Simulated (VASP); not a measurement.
Crystal: CdF2.

```
Cd F
1.0
     4.08364    0.00000    0.00000
     0.00000    4.08364    0.00000
     0.00000    0.00000    5.77514
Cd F
1 2
Cartesian
  0.0000 0.0000 0.0000
  2.0418 0.0000 1.4438
  0.0000 2.0418 4.3314
```

This cell differs from its parent crystal: atoms taken out.

| Property | Result |
| --- | --- |
| Program | VASP 6.6.1 |
| Task | relaxation of cell and atoms |
| Functional | PBE |
| Potentials or basis | VASP PAW PBE potentials, release 64 (Cd, F) |
| Cutoff | 600 eV |
| k mesh | 4 × 4 × 4 |
| Occupations | gaussian, width 0.1 eV |
| Spin | no spin polarisation |

At the start: pressure -8.5 GPa; volume 32.10 Å³/atom.

Question: Where does the relaxation end?

Answer: Over 40 steps the energy falls by 548.3 meV/atom and the volume is 15.65 Å³/atom (-51.3 %); space group P-4m2 (No. 115, to 0.1 Å) before and after.

The path:
```
step  energy change (eV)  largest force (eV/Å)  pressure (GPa)  volume (Å³)
   1              0.0000                1.9210           -8.51        96.31
   2             -1.2885                0.9362           -4.60        74.44
   3             -1.4422                0.1268            0.38        67.10
   4             -1.4589                0.1255            0.16        67.46
   5             -1.4927                0.1342           -0.69        68.43
   6             -1.4819                0.1879           -2.68        69.89
   7             -1.5004                0.1580           -1.37        68.99
   8             -1.5116                0.0144           -0.53        67.77
   9             -1.5142                0.0849            0.09        66.90
  10             -1.5142                0.0948            0.15        66.82
  11             -1.5159                0.0920            0.04        66.66
  12             -1.5190                0.0838           -0.28        66.16
  13             -1.5175                0.0694           -0.99        65.05
  14             -1.5197                0.0792           -0.50        65.83
  15             -1.5214                0.1035           -0.37        65.25
  16             -1.5248                0.1760            0.07        63.55
  17             -1.5236                0.3240            1.07        60.14
  18             -1.5255                0.2426            0.49        62.03
  19             -1.5267                0.2430            0.45        61.74
  20             -1.5300                0.2446            0.35        60.85
  21             -1.5346                0.2543            0.16        59.05
  22             -1.5292                0.2967           -0.06        55.35
  23             -1.5343                0.2716            0.11        57.93
  24             -1.5394                0.2491           -0.11        57.70
  25             -1.5525                0.1818           -0.78        57.02
  26             -1.5701                0.0553           -2.02        55.64
  27             -1.5776                0.1470           -4.10        52.91
  28             -1.5793                0.1481           -4.09        52.75
  29             -1.5844                0.1495           -4.04        52.28
  30             -1.5940                0.1515           -3.92        51.35
  31             -1.6103                0.1491           -3.53        49.51
  32             -1.6246                0.1105           -1.77        45.95
  33             -1.6248                0.1186           -2.11        46.46
  34             -1.6293                0.1004           -1.85        46.51
  35             -1.6393                0.0338           -0.93        46.66
  36             -1.6386                0.1574            1.34        46.94
  37             -1.6428                0.0467            0.05        46.80
  38             -1.6428                0.0533            0.12        46.81
  39             -1.6434                0.0453            0.07        46.84
  40             -1.6448                0.0211           -0.06        46.94
```

Final structure:
```cif
data_structure
_symmetry_space_group_name_H-M 'P 1'
_symmetry_Int_Tables_number 1
_cell_length_a 3.7959
_cell_length_b 3.7959
_cell_length_c 3.2574
_cell_angle_alpha 90.000
_cell_angle_beta 90.000
_cell_angle_gamma 90.000
_cell_volume 46.94
loop_
_atom_site_label
_atom_site_type_symbol
_atom_site_fract_x
_atom_site_fract_y
_atom_site_fract_z
_atom_site_occupancy
Cd1 Cd 0.00000 0.00000 0.00000 1
F1 F 0.50000 0.00000 0.33889 1
F2 F 0.00000 0.50000 0.66111 1
```

Caveat: the cell differs from its parent crystal (atoms taken out); the volume moved by over 15 % at a fixed basis, so the end points are rough.
